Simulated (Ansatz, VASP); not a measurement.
## Two plane-wave programs on SnS2

```
Sn S
1.0
     3.72266    0.00000    0.00000
    -1.86133    3.22392    0.00000
     0.00000    0.00000    6.31080
Sn S
1 2
Direct
  0.00000 0.00000 0.00000
  0.33333 0.66667 0.23465
  0.66667 0.33333 0.76535
```

Alike in both runs: task single point; functional PBE; k mesh 6 × 6 × 4; occupations gaussian, width 0.1 eV; no spin polarisation.

|  | VASP | Ansatz |
| --- | --- | --- |
| version | VASP 6.6.1 | Ansatz 0.2.0 |
| potentials or method | VASP PAW PBE potentials, release 64 (Sn_d, S), cutoff 500 eV | scalar-relativistic, plane waves, PAW |
| valence electrons in the cell | 26 | 26 |

VASP gave:

* gap on the k mesh at the Fermi level (eV): 1.51
* least direct gap on the mesh (eV): 1.78
* pressure (GPa): -0.7
* traceless stress, the component that is largest in VASP (GPa): 0.35
* rms of the force components (eV/Å): 0.063

What did Ansatz give for the same quantities?

gap on the k mesh at the Fermi level (eV): 1.51; least direct gap on the mesh (eV): 1.79; pressure (GPa): -0.6; traceless stress, the component that is largest in VASP (GPa): 0.33; rms of the force components (eV/Å): 0.060.

Atom by atom the forces differ by 0.003 eV/Å (rms over components). The functional is the same, so the differences come from potentials, cutoffs and numerics.
